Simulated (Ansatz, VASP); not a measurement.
SrC2 in VASP and in Ansatz

Contents of INCAR:

```
SYSTEM = SrC2
ALGO     = Normal         ! electronic algorithm
EDIFF    = 1E-7           ! SCF threshold, eV
ENCUT    = 520            ! plane-wave cutoff, eV
GGA      = CA             ! functional
ISIF     = 2              ! what is computed and relaxed
ISMEAR   = 0              ! smearing method
LASPH    = .True.         ! aspherical terms in the spheres
LCHARG   = .False.        ! write CHGCAR
LREAL    = .False.        ! projectors in reciprocal space
LWAVE    = .False.        ! write WAVECAR
NBANDS   = 16             ! bands
NELM     = 100            ! most SCF steps
PREC     = Accurate       ! precision mode
SIGMA    = 0.05           ! smearing width, eV
```

File KPOINTS:

```
k-points
0
Gamma
  9 9 9
  0 0 0
```

POSCAR

```
SrC2
1.0
    2.7187116479      1.5696489018      2.4911953798
   -2.7187116479      1.5696489018      2.4911953798
    0.0000000000     -3.1392978035      2.4911953798
Sr C
1 2
Direct
    0.0000000000      0.0000000000      0.0000000000
    0.5915580000      0.5915580000      0.5915580000
    0.4084420000      0.4084420000      0.4084420000
```

Input for Ansatz:

```yaml
crystal:
  lattice:
    - [2.7187116479, 1.5696489018, 2.4911953798]
    - [-2.7187116479, 1.5696489018, 2.4911953798]
    - [0.0, -3.1392978035, 2.4911953798]
  atoms:
    - { symbol: Sr, position: [0.0, 0.0, 0.0] }
    - { symbol: C, position: [0.591558, 0.591558, 0.591558] }
    - { symbol: C, position: [0.408442, 0.408442, 0.408442] }
basis:
  ecutwfc: 420
kpoints:
  mp_grid: { grid: [9, 9, 9] }
hamiltonian:
  xc: lda
scf:
  occupations: { method: gaussian, width: 0.05 }
output:
  forces: true
  stress: true
  eigenvalues: true
```

Change from the starting cell: strain +0.080 along x and y, +0.080 along z, atoms carried along.

Alike in both runs: task single point; functional LDA; k mesh 9 × 9 × 9; occupations gaussian, width 0.05 eV; no spin polarisation.

|  | VASP | Ansatz |
| --- | --- | --- |
| version | VASP 6.6.1 | Ansatz 0.2.0 |
| potentials or method | VASP PAW LDA potentials, release 64 (Sr_sv, C), cutoff 520 eV | scalar-relativistic, plane waves, PAW |
| valence electrons in the cell | 18 | 18 |

```csv
,VASP,Ansatz,Ansatz less VASP
gap on the k mesh at the Fermi level (eV),1.90,1.93,+0.021
least direct gap on the mesh (eV),2.37,2.38,+0.012
pressure (GPa),-16.7,-16.8,-0.18
"traceless stress, the component that is largest in VASP (GPa)",-14.18,-14.39,-0.213
rms of the force components (eV/Å),2.471,2.507,+0.0360
```

LDA's correlation is that of Perdew and Zunger in VASP and of Perdew and Wang (1992) in Ansatz. Atom by atom the forces differ by 0.036 eV/Å (rms over components).
